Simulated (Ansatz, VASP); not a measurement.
## One calculation of Zn, two programs

The input INCAR:

```
SYSTEM = Zn
ALGO     = Normal         ! electronic algorithm
EDIFF    = 1E-6           ! SCF threshold, eV
ENCUT    = 520            ! plane-wave cutoff, eV
GGA      = PE             ! functional
ISIF     = 2              ! what is computed and relaxed
ISMEAR   = -1             ! smearing method
LASPH    = .TRUE.         ! aspherical terms in the spheres
LCHARG   = .TRUE.         ! write CHGCAR
LELF     = .TRUE.         ! ELF
LREAL    = .FALSE.        ! projectors in reciprocal space
LVHAR    = .TRUE.       
LWAVE    = .FALSE.        ! write WAVECAR
NBANDS   = 25             ! bands
NELM     = 80             ! most SCF steps
PREC     = Accurate       ! precision mode
SIGMA    = 0.1            ! smearing width, eV
```

KPOINTS

```
k-points
0
G
  11 11 15
  0 0 0
```

Contents of POSCAR:

```
Zn
1.0
    4.3609758380      0.0000000000      0.0000000000
   -2.1804879190      3.7767158610      0.0000000000
    0.0000000000      0.0000000000      2.6128330304
Zn
3
Direct
    0.0000000000      1.0000000000      0.0000000000
    0.3333333333      0.6666666667      0.5000000000
    0.6666666667      0.3333333333      0.5000000000
```

Input for Ansatz:

```yaml
crystal:
  lattice:
    - [4.360975838, 0.0, 0.0]
    - [-2.180487919, 3.776715861, 0.0]
    - [0.0, 0.0, 2.6128330304]
  atoms:
    - { symbol: Zn, position: [0.0, 1.0, 0.0] }
    - { symbol: Zn, position: [0.3333333333, 0.6666666667, 0.5] }
    - { symbol: Zn, position: [0.6666666667, 0.3333333333, 0.5] }
hamiltonian:
  xc: pbe
  pseudopotentials:
    kind: paw
    azcp:
      Zn: "pseudopotentials/Zn.paw.azcp"
basis:
  ecutwfc: 420
  fft_grid_basis: typed
kpoints:
  mp_grid: { grid: [11, 11, 15], shift: [0, 0, 0] }
magnetization:
  spin_polarized: false
scf:
  occupations: { method: fermi_dirac, width: 0.1 }
output:
  stress: true
```

Alike in both runs: task single point; functional PBE; k mesh 11 × 11 × 15; occupations fermi-dirac, width 0.1 eV; no spin polarisation.

|  | VASP | Ansatz |
| --- | --- | --- |
| version | VASP 6.6.1 | Ansatz 0.2.0 |
| potentials or method | VASP PAW PBE potentials, release 64 (Zn), cutoff 520 eV | plane waves (420 eV) with PAW, scalar-relativistic |
| valence electrons in the cell | 36 | 36 |

|  | VASP | Ansatz | Ansatz less VASP |
| --- | --- | --- | --- |
| pressure (GPa) | 6.9 | 6.6 | -0.32 |
| traceless stress, the component that is largest in VASP (GPa) | 0.55 | 0.54 | -0.012 |

With one functional, cell and mesh, what is left measures potentials, basis and numerics.
